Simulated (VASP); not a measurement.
Input of a VASP 6.6.1 run:

File INCAR:

```
PREC = Accurate
ENCUT = 520
EDIFF = 1E-7
ISMEAR = -1
SIGMA = 0.03
LREAL = F
LASPH = T
NELM = 80
ALGO = Normal
ISIF = 2
LWAVE = F
LCHARG = F
NBANDS = 12
```

KPOINTS

```
regular mesh
0
Gamma
  13 13 13
```

Contents of POSCAR:

```
Nb
1.0
    0.0000000000      2.0718246199      2.0718246199
    2.0718246199      0.0000000000      2.0718246199
    2.0718246199      2.0718246199      0.0000000000
Nb
1
Direct
    0.0000000000      0.0000000000      0.0000000000
```

Potentials or basis: VASP PAW LDA potentials, release 64 (Nb_sv).

Run with:

```console
$ cat potpaw_LDA.64/Nb_sv/POTCAR > POTCAR
$ mpirun -np 1 vasp_std > vasp.out
```

Estimate the pressure.

-0.3 GPa.
